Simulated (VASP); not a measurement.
## Mg3GePd: single point with PBE

The system is Mg3GePd.

```
Mg Ge Pd
1.0
     6.87626    0.00000    0.00000
    -3.43813    5.95502    0.00000
     0.00000    0.00000    5.20859
Mg Ge Pd
6 2 2
Direct
  0.18943 0.37885 0.25000
  0.81057 0.18943 0.75000
  0.81057 0.62115 0.75000
  0.18943 0.81057 0.25000
  0.62115 0.81057 0.25000
  0.37885 0.18943 0.75000
  0.33333 0.66667 0.75000
  0.66667 0.33333 0.25000
  0.00000 0.00000 0.50000
  0.00000 0.00000 0.00000
```

| Item | Value |
| --- | --- |
| Program | VASP 6.6.1 |
| Task | single point |
| Functional | PBE |
| Potentials or basis | VASP PAW PBE potentials, release 64 (Mg, Ge_d, Pd) |
| Cutoff | 520 eV |
| k mesh | 3 × 3 × 4 |
| Occupations | gaussian, width 0.1 eV |
| Spin | no spin polarisation |

```
Pressure               : 0.1 GPa
Largest force          : 0.009 eV/Å
Band gap on the k mesh : zero (bands 30 and 31 overlap by 1.07 eV)
```

Forces in eV/Å, atoms in the order of the input:
```
Mg   0.000  0.009  0.000
Mg  -0.008  0.005  0.000
Mg   0.000 -0.009  0.000
Mg   0.008 -0.005  0.000
Mg  -0.008 -0.005  0.000
Mg   0.008  0.005  0.000
Ge   0.000  0.000  0.000
Ge   0.000  0.000  0.000
Pd   0.000  0.000  0.000
Pd   0.000  0.000  0.000
```

Stress tensor (GPa, compression positive):
```
 0.22  0.00  0.00
 0.00  0.22  0.00
 0.00  0.00 -0.13
```

Levels at points of the mesh, in eV from the Fermi level:
```csv
k point,band 29,band 30,band 31,band 32,band 33,band 34
"(0.00, 0.00, 0.00)",-1.15,-0.65,-0.30,1.34,1.34,1.43
"(0.00, 0.00, 0.50)",-1.36,-1.36,-0.15,-0.15,-0.15,-0.15
```

It took 3.2 min on 1 thread of Intel(R) Xeon(R) Platinum 8488C (Sapphire Rapids), on a shared host, peak memory 0.37 GiB.
